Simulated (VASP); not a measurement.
# Sb in VASP: single point with PBE

Aim: the single point of Sb with PBE.

All numbers are computed with VASP 6.6.1; they aren't measurements. Logs are shortened: lines on timing, memory, paths and dates and some standing lists are left out, and cuts for length are marked.

## 1. The cell of the first run

The cell holds a slab with vacuum, 6 atoms: a = 3.369 Å, b = 3.369 Å, c = 28.325 Å, α = 90.00°, β = 90.00°, γ = 120.00°.

## 2. Single point, PBE, non-collinear spin, zero start, spin-orbit coupling

The input, INCAR:

```
SYSTEM = Sb
ALGO = Normal ; DIPOL = 0.5 0.5 0.500
EDIFF = 1E-7 ; ENCUT = 520
GGA = PE ; GGA_COMPAT = .FALSE.
IDIPOL = 3 ; ISIF = 2
ISMEAR = -1 ; LASPH = .TRUE.
LCHARG = .FALSE. ; LDIPOL = .TRUE.
LNONCOLLINEAR = .TRUE. ; LORBIT = 11
LORBMOM = .TRUE. ; LREAL = .FALSE.
LSORBIT = .TRUE. ; LWAVE = .FALSE.
MAGMOM = 0 0 0 0 0 0 0 0 0 0 0 0 0 0 0 0 0 0 ; NBANDS = 46
NELM = 150 ; PREC = Accurate
SIGMA = 0.05
```

The input, KPOINTS:

```
k-points
0
G
  9 9 1
  0 0 0
```

The input, POSCAR:

```
Sb
1.0
    3.3690001795      0.0000000000      0.0000000000
   -1.6845000897      2.9176397408      0.0000000000
    0.0000000000      0.0000000000     28.3250000000
Sb
6
Direct
    0.6666666667      0.3333333334      0.2647837599
    0.3333333333      0.6666666666      0.3588702560
    0.6666666667      0.3333333334      0.4529567520
    0.3333333333      0.6666666666      0.5470432480
    0.6666666667      0.3333333334      0.6411297440
    0.3333333333      0.6666666666      0.7352162401
```

Potentials or basis: VASP PAW PBE potentials, release 64 (Sb).

The run is started by

```bash
cat potpaw_PBE.64/Sb/POTCAR > POTCAR
mpirun -np 1 vasp_ncl > vasp.out
```

OUTCAR:

```text
SYSTEM = Sb
   EDIFF = 1E-7
   ENCUT = 520
   GGA = PE
   ISIF = 2
   ISMEAR = -1
   LASPH = .TRUE.
   LNONCOLLINEAR = .TRUE.
   LORBIT = 11
   LREAL = .FALSE.
   LSORBIT = .TRUE.
   NELM = 150
   PREC = Accurate

 ion  position               nearest neighbor table
   1  0.667  0.333  0.265-   2 3.30   2 3.30   2 3.30
   2  0.333  0.667  0.359-   3 3.30   3 3.30   3 3.30   1 3.30   1 3.30   1 3.30
   3  0.667  0.333  0.453-   2 3.30   4 3.30   2 3.30   4 3.30   2 3.30   4 3.30
   4  0.333  0.667  0.547-   5 3.30   3 3.30   5 3.30   3 3.30   5 3.30   3 3.30
   5  0.667  0.333  0.641-   4 3.30   4 3.30   4 3.30   6 3.30   6 3.30   6 3.30
   6  0.333  0.667  0.735-   5 3.30   5 3.30   5 3.30

  LATTYP: Found a hexagonal cell.
 ALAT       =     3.3690001795
 C/A-ratio  =     8.4075388812

  Lattice vectors:

 A1 = (   3.3690001795,   0.0000000000,   0.0000000000)
 A2 = (  -1.6845000897,   2.9176397408,   0.0000000000)
 A3 = (   0.0000000000,   0.0000000000,  28.3250000000)

Analysis of symmetry for initial positions (statically):
=====================================================================
 Subroutine PRICEL returns:
 Original cell was already a primitive cell.

 Routine SETGRP: Setting up the symmetry group for a
 hexagonal supercell.

 Subroutine GETGRP returns: Found 12 space group operations
 (whereof 12 operations were pure point group operations)
 out of a pool of 24 trial point group operations.

The static configuration has the point symmetry D_3d.

Analysis of symmetry for dynamics (positions and initial velocities):
=====================================================================
 Subroutine PRICEL returns:
 Original cell was already a primitive cell.

 Routine SETGRP: Setting up the symmetry group for a
 hexagonal supercell.

 Subroutine GETGRP returns: Found 12 space group operations
 (whereof 12 operations were pure point group operations)
 out of a pool of 24 trial point group operations.

The dynamic configuration has the point symmetry D_3d.

Analysis of structural, dynamic, and magnetic symmetry:
=====================================================================
 Subroutine PRICEL returns:
 Original cell was already a primitive cell.

 Routine SETGRP: Setting up the symmetry group for a
 hexagonal supercell.

 Subroutine GETGRP returns: Found 12 space group operations
 (whereof 12 operations were pure point group operations)
 out of a pool of 24 trial point group operations.

The overall configuration has the point symmetry D_3d.

 Subroutine INISYM returns: Found 12 space group operations
[... 736 lines left out ...]

 # of ion     p       d       tot
 ----------------------------------------
  1        -0.000   0.000   0.000
  2        -0.000  -0.000  -0.000
  3         0.000   0.000   0.000
  4         0.000   0.000   0.000
  5         0.000  -0.000  -0.000
  6        -0.000   0.000   0.000
 ----------------------------------------
            0.000  -0.000   0.000

 orbital moment (y)

 # of ion     p       d       tot
 ----------------------------------------
  1        -0.000  -0.000  -0.000
  2        -0.000   0.000  -0.000
  3         0.000  -0.000   0.000
  4         0.000  -0.000   0.000
  5         0.000   0.000   0.000
  6        -0.000  -0.000  -0.000
 ----------------------------------------
            0.000  -0.000   0.000

 orbital moment (z)

 # of ion     p       d       tot
 ----------------------------------------
  1         0.000   0.000   0.000
  2         0.000  -0.000  -0.000
  3         0.000  -0.000  -0.000
  4         0.000  -0.000  -0.000
  5         0.000   0.000   0.000
  6         0.000   0.000   0.000
 ----------------------------------------
            0.000  -0.000  -0.000

 Spin-Orbit-Coupling matrix elements

 Ion:    1  E_soc:     -0.1545582
 l=   1
     0.0000000    -0.0266533    -0.0235303
    -0.0266533     0.0000000    -0.0266533
    -0.0235303    -0.0266533     0.0000000
 l=   2
     0.0000000    -0.0000249     0.0000000    -0.0000249    -0.0001884
    -0.0000249     0.0000000    -0.0000697    -0.0000145    -0.0000249
     0.0000000    -0.0000697     0.0000000    -0.0000697     0.0000000
    -0.0000249    -0.0000145    -0.0000697     0.0000000    -0.0000249
    -0.0001884    -0.0000249     0.0000000    -0.0000249     0.0000000
 l=   3
     0.0000000     0.0000000     0.0000000     0.0000000     0.0000000     0.0000000     0.0000000
     0.0000000     0.0000000     0.0000000     0.0000000     0.0000000     0.0000000     0.0000000
     0.0000000     0.0000000     0.0000000     0.0000000     0.0000000     0.0000000     0.0000000
     0.0000000     0.0000000     0.0000000     0.0000000     0.0000000     0.0000000     0.0000000
[... 89 lines left out ...]
 l=   2
     0.0000000    -0.0000249     0.0000000    -0.0000249    -0.0001884
    -0.0000249     0.0000000    -0.0000697    -0.0000145    -0.0000249
     0.0000000    -0.0000697     0.0000000    -0.0000697     0.0000000
    -0.0000249    -0.0000145    -0.0000697     0.0000000    -0.0000249
    -0.0001884    -0.0000249     0.0000000    -0.0000249     0.0000000
 l=   3
     0.0000000     0.0000000     0.0000000     0.0000000     0.0000000     0.0000000     0.0000000
     0.0000000     0.0000000     0.0000000     0.0000000     0.0000000     0.0000000     0.0000000
     0.0000000     0.0000000     0.0000000     0.0000000     0.0000000     0.0000000     0.0000000
     0.0000000     0.0000000     0.0000000     0.0000000     0.0000000     0.0000000     0.0000000
     0.0000000     0.0000000     0.0000000     0.0000000     0.0000000     0.0000000     0.0000000
     0.0000000     0.0000000     0.0000000     0.0000000     0.0000000     0.0000000     0.0000000
     0.0000000     0.0000000     0.0000000     0.0000000     0.0000000     0.0000000     0.0000000

 total charge

# of ion       s       p       d       tot
------------------------------------------
    1        1.248   1.052   0.028   2.328
    2        1.260   1.034   0.045   2.339
    3        1.252   1.056   0.041   2.349
    4        1.252   1.056   0.041   2.349
    5        1.260   1.034   0.045   2.339
    6        1.248   1.052   0.028   2.328
--------------------------------------------------
tot          7.518   6.285   0.228  14.031

 magnetization (x)

# of ion       s       p       d       tot
------------------------------------------
    1        0.000  -0.000   0.000  -0.000
    2        0.000   0.000   0.000   0.000
    3        0.000  -0.000   0.000   0.000
    4        0.000  -0.000   0.000  -0.000
    5        0.000   0.000   0.000   0.000
    6        0.000  -0.000  -0.000  -0.000
--------------------------------------------------
tot          0.000  -0.000   0.000  -0.000

 magnetization (y)

# of ion       s       p       d       tot
------------------------------------------
    1        0.000   0.000   0.000   0.000
    2        0.000   0.000   0.000   0.000
    3       -0.000   0.000   0.000  -0.000
    4        0.000   0.000   0.000   0.000
    5        0.000   0.000   0.000   0.000
    6        0.000   0.000   0.000   0.000
--------------------------------------------------
tot          0.000   0.000   0.000   0.000

 magnetization (z)

# of ion       s       p       d       tot
------------------------------------------
    1        0.000   0.000   0.000   0.000
    2        0.000   0.000   0.000   0.000
    3        0.000   0.000   0.000   0.000
    4        0.000   0.000   0.000   0.000
    5        0.000   0.000   0.000   0.000
    6        0.000   0.000   0.000   0.000
--------------------------------------------------
tot          0.000   0.000   0.000   0.000
```

OSZICAR:

```text
N       E                     dE             d eps       ncg     rms          rms(c)
DAV:   1     0.176213157426E+03    0.17621E+03   -0.93652E+03  1112   0.982E+02
DAV:   2    -0.527062797731E+01   -0.18148E+03   -0.16739E+03  1410   0.172E+02
[... 18 lines left out ...]
DAV:  21    -0.232421039893E+02   -0.15239E-04   -0.53232E-07  1166   0.277E-03    0.104E-03
DAV:  22    -0.232421122727E+02   -0.82834E-05   -0.35556E-07  1176   0.196E-03    0.172E-03
DAV:  23    -0.232421146539E+02   -0.23812E-05   -0.73876E-08   972   0.889E-04    0.163E-03
DAV:  24    -0.232421169587E+02   -0.23048E-05   -0.63109E-08   888   0.807E-04    0.719E-04
DAV:  25    -0.232421172227E+02   -0.26401E-06   -0.11096E-08   846   0.409E-04    0.400E-04
DAV:  26    -0.232421173710E+02   -0.14824E-06   -0.40679E-09   760   0.230E-04    0.211E-04
DAV:  27    -0.232421174545E+02   -0.83516E-07   -0.27779E-09   812   0.187E-04
   1 F= -.23242117E+02 E0= -.23219675E+02  d E =-.448845E-01  mag=     0.0000     0.0000     0.0000
```

It took 23 min on 1 thread of Intel Xeon Platinum 8259CL at 2.50GHz (Skylake/Cascade Lake), shared host; peak memory 1.1 GiB.

Results:

```yaml
Free_energy: -23.2421 eV
Largest_force: 0.290 eV/Å
Net_moment: 0.00 μB per cell
Valence_electrons_inside_the_program's_atomic_spheres: Sb 2.33, 2.34, 2.35 (each value once)
```

Forces on the atoms (eV/Å):
```
Sb   0.000  0.000  0.109
Sb   0.000  0.000 -0.290
Sb   0.000  0.000 -0.057
Sb   0.000  0.000  0.057
Sb   0.000  0.000  0.290
Sb   0.000  0.000 -0.109
```

Moments on the atoms (μB; x, y, z):
```
Sb  0.00 0.00 0.00
Sb  0.00 0.00 0.00
Sb  0.00 0.00 0.00
Sb  0.00 0.00 0.00
Sb  0.00 0.00 0.00
Sb  0.00 0.00 0.00
```
